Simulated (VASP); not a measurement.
Wanted: the native input for a VASP 6.6.1 run.

- Task: single point
- Functional: LDA
- Potentials or basis: VASP PAW LDA potentials, release 64 (Pd)
- Cutoff: 520 eV
- k mesh: 16 × 16 × 16
- Occupations: gaussian, width 0.1 eV
- Spin: no spin polarisation
- Dipole correction: no
- Further INCAR settings: ALGO = Normal; EDIFF = 1e-06; NBANDS = 11

The structure of Pd lies in POSCAR:

```
Pd
1.0
    0.0000000000      1.9199738926      1.9199738926
    1.9199738926      0.0000000000      1.9199738926
    1.9199738926      1.9199738926      0.0000000000
Pd
1
Direct
    0.0000000000      0.0000000000      0.0000000000
```

These files were run (other wordings do the same):

INCAR

```
ALGO = Normal
EDIFF = 1E-6
ENCUT = 520
GGA = CA
ISIF = 2
ISMEAR = 0
LASPH = True
LCHARG = True
LELF = True
LREAL = False
LVHAR = True
LWAVE = False
NBANDS = 11
NELM = 100
PREC = Accurate
SIGMA = 0.1
```

KPOINTS

```
k-points
0
Gamma
  16 16 16
```

Potentials or basis: VASP PAW LDA potentials, release 64 (Pd).

Command:

```sh
$ cat potpaw_LDA.64/Pd/POTCAR > POTCAR
$ mpirun -np 1 vasp_std > vasp.out
```

It gave:

- Pressure: 0.3 GPa
- Band gap on the k mesh: zero (bands 5 and 6 overlap by 1.71 eV)

Wall time 32 s on 1 thread of AMD EPYC 7R13, on a shared host, peak memory 0.1 GiB.
